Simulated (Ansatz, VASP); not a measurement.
**Two plane-wave programs on WS2**

```xyz
3
Lattice="1.5395 0.8888 5.8552 -1.5395 0.8888 5.8552 0.0000 -1.7777 5.8552" Properties=species:S:1:pos:R:3 pbc="T T T"
W     0.0000    0.0000    0.0000
S     0.0000    0.0000   13.1794
S     0.0000    0.0000   10.2055
```

Change from the starting cell: strain -0.025 along x and y, -0.050 along z, atoms carried along.

Alike in both runs: task single point; functional r2SCAN; k mesh 12 × 12 × 12; occupations gaussian, width 0.05 eV; no spin polarisation.

|  | VASP | Ansatz |
| --- | --- | --- |
| version | VASP 6.6.1 | Ansatz 0.2.0 |
| potentials or method | VASP PAW PBE potentials, release 64 (W_sv, S), cutoff 520 eV | scalar-relativistic, plane waves, PAW |
| valence electrons in the cell | 26 | 26 |

Ansatz gave:

- gap on the k mesh at the Fermi level (eV): 0.86
- least direct gap on the mesh (eV): 2.09
- pressure (GPa): 25.4
- traceless stress, the component that is largest in VASP (GPa): 4.18
- rms of the force components (eV/Å): 1.194

Q: Which values does VASP return?

A: gap on the k mesh at the Fermi level (eV): 0.89; least direct gap on the mesh (eV): 2.09; pressure (GPa): 25.7; traceless stress, the component that is largest in VASP (GPa): 4.07; rms of the force components (eV/Å): 1.206.

VASP's potentials were made for PBE, not for r2SCAN. Atom by atom the forces differ by 0.013 eV/Å (rms over components). With one functional, cell and mesh, what is left measures potentials, basis and numerics.

Spin-orbit coupling is off throughout.
